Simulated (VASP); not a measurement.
Input of a VASP 6.6.1 run:

The input INCAR:

```
PREC     = Accurate       # precision mode
ENCUT    = 600            # plane-wave cutoff, eV
EDIFF    = 1E-6           # SCF threshold, eV
ISMEAR   = 0              # smearing method
SIGMA    = 0.05           # smearing width, eV
LREAL    = F              # projectors in reciprocal space
LASPH    = T              # aspherical terms in the spheres
NELM     = 120            # most SCF steps
ALGO     = Normal         # electronic algorithm
ISIF     = 2              # what is computed and relaxed
LWAVE    = F              # write WAVECAR
LCHARG   = T              # write CHGCAR
GGA      = PE             # functional
LELF     = T              # ELF
LVHAR    = T            
NBANDS   = 16             # bands
ISYM     = 0            
GGA_COMPAT= F
```

The input KPOINTS:

```
regular mesh
0
Gamma
  8 6 12
```

POSCAR

```
AlN
1.0
    3.1135143417      0.0000000000      0.0000000000
    0.0000000000      4.4031742087      0.0000000000
    0.0000000000      0.0000000000      3.1135143417
Al N
2 2
Direct
    0.0000000000      0.0000000000      0.0000000000
    0.5000000000      0.5000000000      0.5000000000
    1.0000000000      0.2500000000      0.5000000000
    0.5000000000      0.7500000000      1.0000000000
```

Potentials or basis: VASP PAW PBE potentials, release 64 (Al, N).

The run is started by

```bash
$ cat potpaw_PBE.64/Al/POTCAR potpaw_PBE.64/N/POTCAR > POTCAR
$ mpirun -np 1 vasp_std > vasp.out
```

(1) Estimate the band gap on the k mesh.

(2) Estimate the pressure.

## Answers

(1) 3.31 eV.

(2) -0.4 GPa.
